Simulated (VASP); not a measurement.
# SiO2 (P4_2nm) in VASP: notebook, part 2 of 2

VASP 6.6.1. The steps go on from the part before.

### 3 Single point, PBE

Input file INCAR:

```
PREC     = Accurate       # precision mode
ENCUT    = 520            # plane-wave cutoff, eV
EDIFF    = 1E-6           # SCF threshold, eV
ISMEAR   = 0              # smearing method
SIGMA    = 0.05           # smearing width, eV
LREAL    = False          # projectors in reciprocal space
LASPH    = True           # aspherical terms in the spheres
NELM     = 60             # most SCF steps
ALGO     = Normal         # electronic algorithm
ISIF     = 2              # what is computed and relaxed
LWAVE    = False          # write WAVECAR
LCHARG   = False          # write CHGCAR
GGA      = PE             # functional
NBANDS   = 25             # bands
```

Input file KPOINTS:

```
Automatic mesh
0
Gamma
  6 6 8
```

Input file POSCAR:

```
SiO2
1.0
    4.2361165246      0.0000000000      0.0000000000
    0.0000000000      4.2361165246      0.0000000000
    0.0000000000      0.0000000000      2.6904781099
Si O
2 4
Direct
    0.5000000000      0.5000000000      0.4442478274
    0.0000000000      0.0000000000     -0.0557521726
    0.6930152168      0.6930152168      0.0000000000
    0.1930152168      0.8069847832      0.5000000000
    0.3069847832      0.3069847832      0.0000000000
    0.8069847832      0.1930152168      0.5000000000
```

Potentials or basis: VASP PAW PBE potentials, release 64 (Si, O).

Started as:

```
> cat potpaw_PBE.64/Si/POTCAR potpaw_PBE.64/O/POTCAR > POTCAR
> mpirun -np 1 vasp_std > vasp.out
```

OUTCAR:

```text
PREC = Accurate
   ENCUT = 520
   EDIFF = 1E-6
   ISMEAR = 0
   LREAL = False
   LASPH = True
   NELM = 60
   ISIF = 2
   GGA = PE

 ion  position               nearest neighbor table
   1  0.500  0.500  0.444-   3 1.66   5 1.66   4 1.85   6 1.85   3 1.89   5 1.89
   2  0.000  0.000  0.944-   4 1.66   6 1.66   5 1.85   3 1.85   4 1.89   6 1.89
   3  0.693  0.693  0.000-   1 1.66   2 1.85   1 1.89
   4  0.193  0.807  0.500-   2 1.66   1 1.85   2 1.89
   5  0.307  0.307  0.000-   1 1.66   2 1.85   1 1.89
   6  0.807  0.193  0.500-   2 1.66   1 1.85   2 1.89

  LATTYP: Found a simple tetragonal cell.
 ALAT       =     4.2361165246
 C/A-ratio  =     0.6351284471

  Lattice vectors:

 A1 = (   4.2361165246,   0.0000000000,   0.0000000000)
 A2 = (   0.0000000000,   4.2361165246,   0.0000000000)
 A3 = (   0.0000000000,   0.0000000000,   2.6904781099)

Analysis of symmetry for initial positions (statically):
=====================================================================
 Subroutine PRICEL returns:
 Original cell was already a primitive cell.

[... 183 lines left out ...]
 cond. band min:      12.5658673073   @ k =   0.0000   0.0000   0.0000
 fundamental gap:      4.8971141874
 Fermi energy:         7.9473221926

 k-point     1 :       0.0000    0.0000    0.0000
  band No.  band energies     occupation
      1     -14.5266      2.00000
      2     -11.0897      2.00000
      3     -11.0897      2.00000
      4     -10.9610      2.00000
      5      -2.8540      2.00000
      6       1.3618      2.00000
[... 661 lines left out ...]
     24      20.6473      0.00000
     25      21.3172      0.00000

 [... further k-points ...]

------------------------ aborting loop because EDIFF is reached ----------------------------------------

  FORCE on cell =-STRESS in cart. coord.  units (eV):
  Direction    XX          YY          ZZ          XY          YZ          ZX
  --------------------------------------------------------------------------------------
  -------------------------------------------------------------------------------------
  Total        1.4254575      1.4254575      2.5647160     -0.0000000      0.0000000      0.0000000
  in kB       47.3041890     47.3041890     85.1107851     -0.0000000      0.0000000      0.0000000
  external PRESSURE =      59.9063877 kB  Pullay stress =       0.0000000 kB

 VOLUME and BASIS-vectors are now :
 -----------------------------------------------------------------------------
  energy-cutoff  :      520.00
  volume of cell :       48.28
      direct lattice vectors                 reciprocal lattice vectors
     4.236116525  0.000000000  0.000000000     0.236065272  0.000000000  0.000000000
     0.000000000  4.236116525  0.000000000     0.000000000  0.236065272  0.000000000
     0.000000000  0.000000000  2.690478110     0.000000000  0.000000000  0.371681151

 POSITION                                       TOTAL-FORCE (eV/Angst)
 -----------------------------------------------------------------------------------
      2.11806      2.11806      1.19524         0.000000     -0.000000      3.408849
      0.00000      0.00000      2.54048         0.000000     -0.000000      3.408849
      2.93569      2.93569      0.00000         0.525320      0.525320     -1.704424
      0.81763      3.41848      1.34524         0.525320     -0.525320     -1.704424
      1.30042      1.30042      0.00000        -0.525320     -0.525320     -1.704424
      3.41848      0.81763      1.34524        -0.525320      0.525320     -1.704424
 -----------------------------------------------------------------------------------
    total drift:                               -0.000000      0.000000     -0.000381

  FREE ENERGIE OF THE ION-ELECTRON SYSTEM (eV)
  ---------------------------------------------------
  free  energy   TOTEN  =       -45.8130545884 eV

  energy  without entropy=      -45.8130545884  energy(sigma->0) =      -45.81305459
```

OSZICAR:

```text
N       E                     dE             d eps       ncg     rms          rms(c)
DAV:   1     0.135668216639E+03    0.13567E+03   -0.17546E+04  2500   0.123E+03
DAV:   2    -0.436432030501E+02   -0.17931E+03   -0.17152E+03  3174   0.277E+02
DAV:   3    -0.505671596905E+02   -0.69240E+01   -0.68940E+01  3337   0.525E+01
DAV:   4    -0.506105123864E+02   -0.43353E-01   -0.43340E-01  2948   0.486E+00
DAV:   5    -0.506108689994E+02   -0.35661E-03   -0.35655E-03  3352   0.416E-01    0.177E+01
DAV:   6    -0.457612784310E+02    0.48496E+01   -0.13517E+01  3137   0.248E+01    0.804E+00
DAV:   7    -0.457969181370E+02   -0.35640E-01   -0.74959E-01  3174   0.506E+00    0.297E+00
DAV:   8    -0.458066869567E+02   -0.97688E-02   -0.28815E-02  3152   0.146E+00    0.112E+00
DAV:   9    -0.458128557318E+02   -0.61688E-02   -0.10337E-02  3289   0.858E-01    0.256E-01
DAV:  10    -0.458130638735E+02   -0.20814E-03   -0.69626E-04  3101   0.192E-01    0.518E-02
DAV:  11    -0.458130518176E+02    0.12056E-04   -0.56653E-05  3286   0.562E-02    0.252E-02
DAV:  12    -0.458130544626E+02   -0.26449E-05   -0.14277E-05  3076   0.269E-02    0.659E-03
DAV:  13    -0.458130545884E+02   -0.12582E-06   -0.16521E-06  2315   0.945E-03
   1 F= -.45813055E+02 E0= -.45813055E+02  d E =-.323873E-17
```

stdout:

```text
POSCAR found type information on POSCAR SiO
 POSCAR found :  2 types and       6 ions
 scaLAPACK will be used
 LDA part: xc-table for (Slater+PW92), standard interpolation
 POSCAR, INCAR and KPOINTS ok, starting setup
 FFT: planning ... GRIDC
 FFT: planning ... GRID_SOFT
 FFT: planning ... GRID
 WAVECAR not read
 entering main loop
```

It took 48 s on 1 thread of Intel Xeon 8259CL, shared host; peak memory 0.18 GiB.

Results:

```yaml
Free_energy: -45.8131 eV
Pressure: 6.0 GPa
Largest_force: 3.409 eV/Å
Band_gap_on_the_k_mesh: 4.90 eV
```

Forces on the atoms (eV/Å):
```
Si   0.000  0.000  3.409
Si   0.000  0.000  3.409
O    0.525  0.525 -1.704
O    0.525 -0.525 -1.704
O   -0.525 -0.525 -1.704
O   -0.525  0.525 -1.704
```

Caveat: the cell differs from its parent crystal (all Si atoms moved +0.150 Å, as atom 1 towards its neighbour atom 1 (Si) at 2.690 Å); the cell stands under pressure; forces of over 1 eV/Å act on the atoms, so gaps and moduli don't describe the material at rest.

### 4 Single point, PBE

Input file INCAR:

```
PREC = Accurate ; ENCUT = 520
EDIFF = 1E-7 ; ISMEAR = 0
SIGMA = 0.05 ; LREAL = False
LASPH = True ; NELM = 80
ALGO = Normal ; ISIF = 2
LWAVE = False ; LCHARG = False
GGA = PE ; NBANDS = 25
```

KPOINTS is that of step 3.

POSCAR, as its differences from that of step 3:

```diff
@@ -8,4 +8,4 @@
 Direct
-    0.5000000000      0.5000000000      0.4442478274
-    0.0000000000      0.0000000000     -0.0557521726
+    0.5000000000      0.5000000000      0.4349557986
+    0.0000000000      0.0000000000     -0.0650442014
     0.6930152168      0.6930152168      0.0000000000
```

Potentials or basis: VASP PAW PBE potentials, release 64 (Si, O).

Started as:

```
> cat potpaw_PBE.64/Si/POTCAR potpaw_PBE.64/O/POTCAR > POTCAR
> mpirun -np 1 vasp_std > vasp.out
```

OUTCAR:

```text
PREC = Accurate
   ENCUT = 520
   EDIFF = 1E-7
   ISMEAR = 0
   LREAL = False
   LASPH = True
   NELM = 80
   ISIF = 2
   GGA = PE

 ion  position               nearest neighbor table
   1  0.500  0.500  0.435-   3 1.65   5 1.65   4 1.85   6 1.85   3 1.91   5 1.91
   2  0.000  0.000  0.935-   4 1.65   6 1.65   5 1.85   3 1.85   4 1.91   6 1.91
   3  0.693  0.693  0.000-   1 1.65   2 1.85   1 1.91
   4  0.193  0.807  0.500-   2 1.65   1 1.85   2 1.91
   5  0.307  0.307  0.000-   1 1.65   2 1.85   1 1.91
   6  0.807  0.193  0.500-   2 1.65   1 1.85   2 1.91

  LATTYP: Found a simple tetragonal cell.
 ALAT       =     4.2361165246
 C/A-ratio  =     0.6351284471

  Lattice vectors:

 A1 = (   4.2361165246,   0.0000000000,   0.0000000000)
 A2 = (   0.0000000000,   4.2361165246,   0.0000000000)
 A3 = (   0.0000000000,   0.0000000000,   2.6904781099)

Analysis of symmetry for initial positions (statically):
=====================================================================
 Subroutine PRICEL returns:
 Original cell was already a primitive cell.

[... 183 lines left out ...]
 cond. band min:      12.5027530600   @ k =   0.0000   0.0000   0.0000
 fundamental gap:      4.8566832228
 Fermi energy:         7.8997160476

 k-point     1 :       0.0000    0.0000    0.0000
  band No.  band energies     occupation
      1     -14.5431      2.00000
      2     -11.1148      2.00000
      3     -11.1148      2.00000
      4     -10.9955      2.00000
      5      -2.8461      2.00000
      6       1.3165      2.00000
[... 661 lines left out ...]
     24      20.6831      0.00000
     25      21.3346      0.00000

 [... further k-points ...]

------------------------ aborting loop because EDIFF is reached ----------------------------------------

  FORCE on cell =-STRESS in cart. coord.  units (eV):
  Direction    XX          YY          ZZ          XY          YZ          ZX
  --------------------------------------------------------------------------------------
  -------------------------------------------------------------------------------------
  Total        1.9612621      1.9612621      3.4055331      0.0000000      0.0000000      0.0000000
  in kB       65.0850084     65.0850084    113.0135269      0.0000000      0.0000000      0.0000000
  external PRESSURE =      81.0611813 kB  Pullay stress =       0.0000000 kB

 VOLUME and BASIS-vectors are now :
 -----------------------------------------------------------------------------
  energy-cutoff  :      520.00
  volume of cell :       48.28
      direct lattice vectors                 reciprocal lattice vectors
     4.236116525  0.000000000  0.000000000     0.236065272  0.000000000  0.000000000
     0.000000000  4.236116525  0.000000000     0.000000000  0.236065272  0.000000000
     0.000000000  0.000000000  2.690478110     0.000000000  0.000000000  0.371681151

 POSITION                                       TOTAL-FORCE (eV/Angst)
 -----------------------------------------------------------------------------------
      2.11806      2.11806      1.17024        -0.000000     -0.000000      4.018067
      0.00000      0.00000      2.51548        -0.000000     -0.000000      4.018067
      2.93569      2.93569      0.00000         0.713932      0.713932     -2.009034
      0.81763      3.41848      1.34524         0.713932     -0.713932     -2.009034
      1.30042      1.30042      0.00000        -0.713932     -0.713932     -2.009034
      3.41848      0.81763      1.34524        -0.713932      0.713932     -2.009034
 -----------------------------------------------------------------------------------
    total drift:                                0.000000      0.000000     -0.000098

  FREE ENERGIE OF THE ION-ELECTRON SYSTEM (eV)
  ---------------------------------------------------
  free  energy   TOTEN  =       -45.6274767928 eV

  energy  without entropy=      -45.6274767928  energy(sigma->0) =      -45.62747679
```

OSZICAR:

```text
N       E                     dE             d eps       ncg     rms          rms(c)
DAV:   1     0.135899841655E+03    0.13590E+03   -0.17553E+04  2500   0.123E+03
DAV:   2    -0.435323321572E+02   -0.17943E+03   -0.17157E+03  3166   0.277E+02
DAV:   3    -0.504629856356E+02   -0.69307E+01   -0.69004E+01  3336   0.525E+01
DAV:   4    -0.505062419552E+02   -0.43256E-01   -0.43244E-01  2933   0.485E+00
DAV:   5    -0.505065958493E+02   -0.35389E-03   -0.35383E-03  3370   0.415E-01    0.179E+01
DAV:   6    -0.455825930011E+02    0.49240E+01   -0.13641E+01  3130   0.250E+01    0.816E+00
DAV:   7    -0.456127121327E+02   -0.30119E-01   -0.74280E-01  3205   0.510E+00    0.301E+00
DAV:   8    -0.456212734717E+02   -0.85613E-02   -0.29757E-02  3126   0.148E+00    0.113E+00
DAV:   9    -0.456272768833E+02   -0.60034E-02   -0.10527E-02  3280   0.867E-01    0.255E-01
DAV:  10    -0.456274825458E+02   -0.20566E-03   -0.74986E-04  3109   0.201E-01    0.529E-02
DAV:  11    -0.456274737984E+02    0.87474E-05   -0.52629E-05  3269   0.542E-02    0.284E-02
DAV:  12    -0.456274765832E+02   -0.27848E-05   -0.16225E-05  3203   0.290E-02    0.731E-03
DAV:  13    -0.456274767752E+02   -0.19200E-06   -0.19307E-06  3271   0.997E-03    0.456E-03
DAV:  14    -0.456274767928E+02   -0.17618E-07   -0.67599E-08  2314   0.181E-03
   1 F= -.45627477E+02 E0= -.45627477E+02  d E =-.652567E-15
```

Run time: 64 s. Hardware: 1 thread of Intel Xeon 8259CL, shared host; peak memory 0.18 GiB.

What came out:

* Free energy: -45.6275 eV
* Pressure: 8.1 GPa
* Largest force: 4.018 eV/Å
* Band gap on the k mesh: 4.86 eV

Forces in eV/Å, atoms in the order of the input:
```
Si   0.000  0.000  4.018
Si   0.000  0.000  4.018
O    0.714  0.714 -2.009
O    0.714 -0.714 -2.009
O   -0.714 -0.714 -2.009
O   -0.714  0.714 -2.009
```

Caveat: the cell differs from its parent crystal (all Si atoms moved +0.175 Å, as atom 1 towards its neighbour atom 1 (Si) at 2.690 Å); the cell stands under pressure; forces of over 1 eV/Å act on the atoms, so gaps and moduli don't describe the material at rest. A k mesh can miss the band edges.

### 5 Overview

```tsv
cell	gap on the mesh (eV)	pressure (GPa)	largest force (eV/Å)
as given, atomic positions A	4.81	10.6	4.65
as given, atomic positions B	4.90	6.0	3.41
as given, atomic positions C	4.86	8.1	4.02
```

Alike in all rows: task single point; level PBE; potentials or basis VASP PAW PBE potentials, release 64 (Si, O); no spin polarisation; k mesh 6 × 6 × 8; cutoff (eV) 520; smearing gaussian 0.05 eV.

Caveats: the cell stands under pressure; forces of over 1 eV/Å act on the atoms, so gaps and moduli don't describe the material at rest.

Absolute energies hang on the potentials; compare differences alone.
